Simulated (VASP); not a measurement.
# TiO2 in VASP: notebook

The runs below take TiO2 through single point, with PBE.

Program: VASP 6.6.1. These are calculated values, not measurements. Logs are shortened: lines on timing, memory, paths and dates and some standing lists are left out, and cuts for length are marked.

### 1 The cell of the first run

It takes space group P4_2nm (No. 102, tetragonal). The conventional cell has a = 4.527 Å, b = 4.527 Å, c = 2.890 Å, α = 90.00°, β = 90.00°, γ = 90.00°. Ti (site symmetry 2mm) has 6 O at 1.89 to 1.95 Å within 2.5 Å. Within 2.5 Å of O (site symmetry m) lie 3 Ti at 1.89 to 1.95 Å and 1 O at 2.50 Å.

### 2 Single point, PBE (atoms displaced along a vibrational mode, the cell strained)

INCAR reads:

```
PREC     = Accurate       # precision mode
ENCUT    = 520            # plane-wave cutoff, eV
EDIFF    = 1E-6           # SCF threshold, eV
ISMEAR   = 0              # smearing method
SIGMA    = 0.05           # smearing width, eV
LREAL    = F              # projectors in reciprocal space
LASPH    = T              # aspherical terms in the spheres
NELM     = 60             # most SCF steps
ALGO     = Normal         # electronic algorithm
ISIF     = 2              # what is computed and relaxed
LWAVE    = F              # write WAVECAR
LCHARG   = F              # write CHGCAR
GGA      = PE             # functional
NBANDS   = 33             # bands
```

KPOINTS reads:

```
regular mesh
0
Gamma
  6 6 10
```

POSCAR reads:

```
TiO2
1.0
    4.5273148210      0.0000000000      0.0000000000
    0.0000000000      4.5273148210      0.0000000000
    0.0000000000      0.0000000000      2.8897670966
Ti O
2 4
Direct
    0.0000000000      0.0000000000      0.0039244396
    0.5000000000      0.5000000000      0.5039244396
    0.3050970583      0.3050970583     -0.0058707153
    0.1949029417      0.8050970583      0.4941292847
    0.6949029417      0.6949029417     -0.0058707153
    0.8050970583      0.1949029417      0.4941292847
```

Potentials or basis: VASP PAW PBE potentials, release 64 (Ti_sv, O).

Command:

```console
> cat potpaw_PBE.64/Ti_sv/POTCAR potpaw_PBE.64/O/POTCAR > POTCAR
> mpirun -np 1 vasp_std > vasp.out
```

OUTCAR:

```text
PREC = Accurate
   ENCUT = 520
   EDIFF = 1E-6
   ISMEAR = 0
   LREAL = F
   LASPH = T
   NELM = 60
   ISIF = 2
   GGA = PE

 ion  position               nearest neighbor table
   1  0.000  0.000  0.004-   4 1.89   6 1.89   4 1.93   6 1.93   5 1.95   3 1.95
   2  0.500  0.500  0.504-   3 1.89   5 1.89   3 1.93   5 1.93   4 1.95   6 1.95
   3  0.305  0.305  0.994-   2 1.89   2 1.93   1 1.95
   4  0.195  0.805  0.494-   1 1.89   1 1.93   2 1.95
   5  0.695  0.695  0.994-   2 1.89   2 1.93   1 1.95
   6  0.805  0.195  0.494-   1 1.89   1 1.93   2 1.95

  LATTYP: Found a simple tetragonal cell.
 ALAT       =     4.5273148210
 C/A-ratio  =     0.6382960344

  Lattice vectors:

 A1 = (   4.5273148210,   0.0000000000,   0.0000000000)
 A2 = (   0.0000000000,   4.5273148210,   0.0000000000)
 A3 = (   0.0000000000,   0.0000000000,   2.8897670966)

Analysis of symmetry for initial positions (statically):
=====================================================================
 Subroutine PRICEL returns:
 Original cell was already a primitive cell.

 Routine SETGRP: Setting up the symmetry group for a
 simple tetragonal supercell.

 Subroutine GETGRP returns: Found  8 space group operations
 (whereof  4 operations were pure point group operations)
 out of a pool of 16 trial point group operations.

The static configuration has the point symmetry C_2v.
 The point group associated with its full space group is C_4v.

Analysis of symmetry for dynamics (positions and initial velocities):
=====================================================================
 Subroutine PRICEL returns:
 Original cell was already a primitive cell.

 Routine SETGRP: Setting up the symmetry group for a
 simple tetragonal supercell.

 Subroutine GETGRP returns: Found  8 space group operations
 (whereof  4 operations were pure point group operations)
 out of a pool of 16 trial point group operations.

The dynamic configuration has the point symmetry C_2v.
 The point group associated with its full space group is C_4v.

 Subroutine INISYM returns: Found  8 space group operations
 (whereof  4 operations are pure point group operations),
 and found     1 'primitive' translations

----------------------------------------------------------------------------------------

                                     Primitive cell

  volume of cell :      59.2303

  direct lattice vectors                    reciprocal lattice vectors
     4.527314821  0.000000000  0.000000000     0.220881480  0.000000000  0.000000000
     0.000000000  4.527314821  0.000000000     0.000000000  0.220881480  0.000000000
     0.000000000  0.000000000  2.889767097     0.000000000  0.000000000  0.346048649

  length of vectors
     4.527314821  4.527314821  2.889767097     0.220881480  0.220881480  0.346048649

  position of ions in fractional coordinates (direct lattice)
     0.000000000  0.000000000  0.003924440
     0.500000000  0.500000000  0.503924440
     0.305097058  0.305097058  0.994129285
     0.194902942  0.805097058  0.494129285
     0.694902942  0.694902942  0.994129285
     0.805097058  0.194902942  0.494129285

  ion indices of the primitive-cell ions
   primitive index   ion index
                 1           1
                 2           2
                 3           3
                 4           4
                 5           5
                 6           6

----------------------------------------------------------------------------------------

 KPOINTS: regular mesh

Automatic generation of k-mesh.
 Grid dimensions read from file:
 generate k-points for:    6    6   10

 Generating k-lattice:

  Cartesian coordinates                     Fractional coordinates (reciprocal lattice)
     0.036813580  0.000000000  0.000000000     0.166666667  0.000000000  0.000000000
     0.000000000  0.036813580  0.000000000     0.000000000  0.166666667  0.000000000
     0.000000000  0.000000000  0.034604865     0.000000000  0.000000000  0.100000000

  Length of vectors
     0.036813580  0.036813580  0.034604865

  Shift w.r.t. Gamma in fractional coordinates (k-lattice)
     0.000000000  0.000000000  0.000000000

 Subroutine IBZKPT returns following result:
 ===========================================

 Found     60 irreducible k-points:

 Following reciprocal coordinates:
            Coordinates               Weight
  0.000000  0.000000  0.000000      1.000000
  0.166667  0.000000  0.000000      4.000000
  0.333333  0.000000  0.000000      4.000000
  0.500000  0.000000  0.000000      2.000000
  0.166667  0.166667  0.000000      4.000000
  0.333333  0.166667  0.000000      8.000000
[... 16 lines left out ...]
  0.333333  0.000000  0.200000      8.000000
  0.500000  0.000000  0.200000      4.000000
 [... further k-points ...]
   k-points           NKPTS =     60   k-points in BZ     NKDIM =     60   number of bands    NBANDS=     33
   number of dos      NEDOS =    301   number of ions     NIONS =      6
[... 39 lines left out ...]
  Thomas-Fermi vector in A             =   2.634354
   LORBIT       =      0    0 simple, 1 ext, 2 COOP (PROOUT), +10 PAW based schemes
   GGA     = PE    functional components
   LHFCALC =     F    Hartree Fock is set to
   AEXX    =    0.0000 exact exchange contribution
   IVDW    =     0    specifies the selected vdW correction
   LEPSILON=     F    determine dielectric tensor
   LRPA    =     F    only Hartree local field effects (RPA)
 non-spin polarized calculation
 Gauss-broadening in eV      SIGMA  =   0.05
  energy-cutoff  :      520.00
  volume of cell :       59.23
 maximum number of plane-waves:      1618
 NGX is ok and might be reduce to    36
   NGX = 17   NGY = 17   NGZ = 11

 number of electron      48.0000007 magnetization

 Free energy of the ion-electron system (eV)
  ---------------------------------------------------
  ext. energy  EPLUGINS =         0.00000000
  ---------------------------------------------------
  free energy    TOTEN  =       -53.36722896 eV

  energy without entropy =      -53.36722896  energy(sigma->0) =      -53.36722896

 E-fermi :   5.7058     XC(G=0): -11.6910

 val. band max:        5.3607548719   @ k =   0.0000   0.0000   0.0000
 cond. band min:       7.4103077522   @ k =   0.0000   0.0000   0.0000
 fundamental gap:      2.0495528804
 Fermi energy:         5.7057667523

 k-point     1 :       0.0000    0.0000    0.0000
  band No.  band energies     occupation
      1     -51.3181      2.00000
      2     -51.2957      2.00000
      3     -27.6875      2.00000
      4     -27.6875      2.00000
      5     -27.4778      2.00000
      6     -27.4778      2.00000
[... 25 lines left out ...]
     32      12.5356      0.00000
     33      12.5372      0.00000

 k-point     2 :       0.1667    0.0000    0.0000
  band No.  band energies     occupation
      1     -51.3166      2.00000
      2     -51.2972      2.00000
      3     -27.6765      2.00000
      4     -27.6754      2.00000
      5     -27.4915      2.00000
      6     -27.4903      2.00000
[... 25 lines left out ...]
     32      12.4318      0.00000
     33      12.4597      0.00000

 k-point     3 :       0.3333    0.0000    0.0000
  band No.  band energies     occupation
      1     -51.3125      2.00000
      2     -51.3012      2.00000
      3     -27.6473      2.00000
      4     -27.6444      2.00000
      5     -27.5255      2.00000
      6     -27.5225      2.00000
[... 25 lines left out ...]
     32      12.2144      0.00000
     33      12.2897      0.00000

 k-point     4 :       0.5000    0.0000    0.0000
  band No.  band energies     occupation
      1     -51.3068      2.00000
      2     -51.3068      2.00000
      3     -27.6216      2.00000
      4     -27.6216      2.00000
      5     -27.5498      2.00000
      6     -27.5498      2.00000
[... 673 lines left out ...]
     32      11.8008      0.00000
     33      12.0302      0.00000

 k-point    23 :       0.3333    0.0000    0.2000
  band No.  band energies     occupation
      1     -51.2926      2.00000
      2     -51.2835      2.00000
      3     -27.6442      2.00000
      4     -27.6181      2.00000
      5     -27.5928      2.00000
      6     -27.5736      2.00000
[... 25 lines left out ...]
     32      11.3758      0.00000
     33      12.0263      0.00000

 k-point    24 :       0.5000    0.0000    0.2000
  band No.  band energies     occupation
      1     -51.2880      2.00000
      2     -51.2880      2.00000
      3     -27.6335      2.00000
      4     -27.6335      2.00000
      5     -27.5690      2.00000
      6     -27.5690      2.00000
[... 25 lines left out ...]
     32      11.1648      0.00000
     33      12.4068      0.00000

 [... further k-points ...]

------------------------ aborting loop because EDIFF is reached ----------------------------------------

  FORCE on cell =-STRESS in cart. coord.  units (eV):
  Direction    XX          YY          ZZ          XY          YZ          ZX
  --------------------------------------------------------------------------------------
  -------------------------------------------------------------------------------------
  Total        7.1035468      7.1035468      9.3701203     -0.0000000      0.0000000      0.0000000
  in kB      192.1505338    192.1505338    253.4612166     -0.0000000      0.0000000      0.0000000
  external PRESSURE =     212.5874281 kB  Pullay stress =       0.0000000 kB

 VOLUME and BASIS-vectors are now :
 -----------------------------------------------------------------------------
  energy-cutoff  :      520.00
  volume of cell :       59.23
      direct lattice vectors                 reciprocal lattice vectors
     4.527314821  0.000000000  0.000000000     0.220881480  0.000000000  0.000000000
     0.000000000  4.527314821  0.000000000     0.000000000  0.220881480  0.000000000
     0.000000000  0.000000000  2.889767097     0.000000000  0.000000000  0.346048649

 POSITION                                       TOTAL-FORCE (eV/Angst)
 -----------------------------------------------------------------------------------
      0.00000      0.00000      0.01134         0.000000      0.000000     -0.121063
      2.26366      2.26366      1.45622         0.000000      0.000000     -0.121063
      1.38127      1.38127      2.87280        -0.335151     -0.335151      0.060532
      0.88239      3.64493      1.42792         0.335151     -0.335151      0.060532
      3.14604      3.14604      2.87280         0.335151      0.335151      0.060532
      3.64493      0.88239      1.42792        -0.335151      0.335151      0.060532
 -----------------------------------------------------------------------------------
    total drift:                               -0.000000      0.000000     -0.000047

  FREE ENERGIE OF THE ION-ELECTRON SYSTEM (eV)
  ---------------------------------------------------
  free  energy   TOTEN  =       -53.3672289630 eV

  energy  without entropy=      -53.3672289630  energy(sigma->0) =      -53.36722896
```

It took 40 s on 1 thread of Intel Xeon 6975P-C (Granite Rapids), shared host; peak memory 0.23 GiB.

What came out:

| Item | Value |
| --- | --- |
| Free energy | -53.3672 eV |
| Pressure | 21.3 GPa |
| Largest force | 0.478 eV/Å |
| Band gap on the k mesh | 2.05 eV |

Forces on the atoms (eV/Å):
```
Ti   0.000  0.000 -0.121
Ti   0.000  0.000 -0.121
O   -0.335 -0.335  0.061
O    0.335 -0.335  0.061
O    0.335  0.335  0.061
O   -0.335  0.335  0.061
```

Stress tensor (GPa, compression positive):
```
19.22  0.00  0.00
 0.00 19.22  0.00
 0.00  0.00 25.35
```

Levels at points of the mesh, in eV from the valence-band top:
```csv
k point,band 20,band 21,band 22,band 23,band 24,band 25,band 26,band 27,band 28,band 29
"(0.00, 0.00, 0.00)",-1.94,-0.66,-0.44,-0.44,0.00,2.05,2.38,2.65,2.76,2.76
"(0.50, 0.00, 0.00)",-3.09,-1.60,-1.60,-0.78,-0.78,2.76,2.76,3.33,3.33,3.89
"(0.50, 0.50, 0.00)",-2.33,-1.26,-1.26,-1.05,-1.05,2.09,2.09,2.78,2.78,4.18
"(0.00, 0.00, 0.50)",-2.83,-2.50,-2.50,-1.44,-1.44,3.21,3.21,3.53,3.53,3.98
"(0.50, 0.00, 0.50)",-2.40,-2.13,-2.13,-1.08,-1.08,2.06,2.06,3.55,3.55,4.24
"(0.50, 0.50, 0.50)",-2.81,-1.41,-1.28,-0.66,-0.66,2.68,2.90,3.48,3.48,3.57
```

Caveat: the cell differs from its parent crystal (atoms displaced along a vibrational mode, the cell strained); the cell stands under pressure. A k mesh can miss the band edges.

### 3 Single point, PBE (atoms displaced along a vibrational mode, the cell strained)

INCAR reads:

```
PREC = Accurate
ENCUT = 520
EDIFF = 1E-6
ISMEAR = 0
SIGMA = 0.05
LREAL = F
LASPH = T
NELM = 100
ALGO = Normal
ISIF = 2
LWAVE = F
LCHARG = F
GGA = PE
NBANDS = 33
```

KPOINTS is that of step 2.

POSCAR reads:

```
TiO2
1.0
    4.5273148210      0.0000000000      0.0000000000
    0.0000000000      4.5273148210      0.0000000000
    0.0000000000      0.0000000000      2.8897670966
Ti O
2 4
Direct
    0.0000000000      0.0000000000      0.0156977583
    0.5000000000      0.5000000000      0.5156977583
    0.3050970583      0.3050970583     -0.0234828613
    0.1949029417      0.8050970583      0.4765171387
    0.6949029417      0.6949029417     -0.0234828613
    0.8050970583      0.1949029417      0.4765171387
```

Potentials or basis: VASP PAW PBE potentials, release 64 (Ti_sv, O).

Command:

```console
> cat potpaw_PBE.64/Ti_sv/POTCAR potpaw_PBE.64/O/POTCAR > POTCAR
> mpirun -np 1 vasp_std > vasp.out
```

Wall time 40 s (1 thread of Intel Xeon 6975P-C (Granite Rapids), shared host); peak memory 0.23 GiB.

The run converged. Its results:

```
Free energy            : -53.3070 eV
Pressure               : 23.4 GPa
Largest force          : 0.747 eV/Å
Band gap on the k mesh : 2.24 eV (least direct gap 2.44 eV)
```

Forces on the atoms (eV/Å):
```
Ti   0.000  0.000 -0.647
Ti   0.000  0.000 -0.647
O   -0.476 -0.476  0.323
O    0.476 -0.476  0.323
O    0.476  0.476  0.323
O   -0.476  0.476  0.323
```

Stress tensor (GPa, compression positive):
```
21.05  0.00  0.00
 0.00 21.05  0.00
 0.00  0.00 28.03
```

Levels at points of the mesh, in eV from the valence-band top:
```
           k point  band 20  band 21  band 22  band 23  band 24  band 25  band 26  band 27  band 28  band 29
(0.00, 0.00, 0.00)    -1.95    -0.84    -0.54    -0.54     0.00     2.44     2.64     2.80     3.06     3.06
(0.50, 0.00, 0.00)    -2.87    -1.54    -1.54    -0.76    -0.76     2.68     2.68     3.74     3.74     4.07
(0.50, 0.50, 0.00)    -2.31    -1.38    -1.38    -1.11    -1.11     2.44     2.44     3.03     3.03     4.33
(0.00, 0.00, 0.50)    -2.84    -2.49    -2.49    -1.39    -1.39     3.36     3.36     3.71     3.71     4.11
(0.50, 0.00, 0.50)    -2.41    -2.03    -2.03    -1.09    -1.09     2.24     2.24     3.73     3.73     4.38
(0.50, 0.50, 0.50)    -2.82    -1.58    -1.07    -0.60    -0.60     2.53     3.38     3.61     3.61     3.69
```

Caveat: the cell differs from its parent crystal (atoms displaced along a vibrational mode, the cell strained); the cell stands under pressure. A k mesh can miss the band edges.

### 4 Single point, PBE (atoms displaced along a vibrational mode, the cell strained)

INCAR reads:

```
SYSTEM = TiO2
PREC = Accurate ; ENCUT = 520
EDIFF = 1E-6 ; ISMEAR = 0
SIGMA = 0.05 ; LREAL = .FALSE.
LASPH = .TRUE. ; NELM = 80
ALGO = Normal ; ISIF = 2
LWAVE = .FALSE. ; LCHARG = .FALSE.
GGA = PE ; NBANDS = 33
```

KPOINTS reads:

```
regular mesh
0
G
  6 6 10
  0 0 0
```

POSCAR reads:

```
TiO2
1.0
    4.5273148210      0.0000000000      0.0000000000
    0.0000000000      4.5273148210      0.0000000000
    0.0000000000      0.0000000000      2.8897670966
Ti O
2 4
Direct
    0.0000000000      0.0000000000      0.0000000000
    0.5000000000      0.5000000000      0.5000000000
    0.3050970583      0.3050970583      0.0000000000
    0.1949029417      0.8050970583      0.5000000000
    0.6949029417      0.6949029417      0.0000000000
    0.8050970583      0.1949029417      0.5000000000
```

Command:

```console
> cat potpaw_PBE.64/Ti_sv/POTCAR potpaw_PBE.64/O/POTCAR > POTCAR
> mpirun -np 1 vasp_std > vasp.out
```

Wall time 45 s (1 thread of Intel Xeon 6975P-C (Granite Rapids), shared host); peak memory 0.23 GiB.

Results (log left out):

```
Free energy            : -53.3706 eV
Pressure               : 21.1 GPa
Largest force          : 0.461 eV/Å
Band gap on the k mesh : 2.02 eV
```

Forces in eV/Å, atoms in the order of the input:
```
Ti   0.000  0.000  0.000
Ti   0.000  0.000  0.000
O   -0.326 -0.326  0.000
O    0.326 -0.326  0.000
O    0.326  0.326  0.000
O   -0.326  0.326  0.000
```

Stress tensor (GPa, compression positive):
```
19.10  0.00  0.00
 0.00 19.10  0.00
 0.00  0.00 25.17
```

Levels at points of the mesh, in eV from the valence-band top:
```csv
k point,band 22,band 23,band 24,band 25,band 26,band 27
"(0.00, 0.00, 0.00)",-0.44,-0.44,0.00,2.02,2.36,2.64
"(0.50, 0.00, 0.00)",-1.61,-0.78,-0.78,2.77,2.77,3.29
"(0.50, 0.50, 0.00)",-1.25,-1.04,-1.04,2.07,2.07,2.76
"(0.00, 0.00, 0.50)",-2.50,-1.45,-1.45,3.19,3.19,3.52
"(0.50, 0.00, 0.50)",-2.14,-1.08,-1.08,2.05,2.05,3.54
"(0.50, 0.50, 0.50)",-1.34,-0.66,-0.66,2.78,2.78,3.47
```

Caveat: the cell differs from its parent crystal (atoms displaced along a vibrational mode, the cell strained); the cell stands under pressure. A k mesh can miss the band edges.

### 5 Overview

| cell | gap on the mesh (eV) | pressure (GPa) | largest force (eV/Å) |
| --- | --- | --- | --- |
| as given, atomic positions A | 2.05 | 21.3 | 0.48 |
| as given, atomic positions B | 2.24 | 23.4 | 0.75 |
| as given, atomic positions C | 2.02 | 21.1 | 0.46 |

Alike in all rows: task single point; level PBE; potentials or basis VASP PAW PBE potentials, release 64 (Ti_sv, O); no spin polarisation; k mesh 6 × 6 × 10; cutoff (eV) 520; smearing gaussian 0.05 eV.

Caveats: the cell stands under pressure.

Total energies depend on the potentials used, so only differences within one code and one set of settings carry meaning.
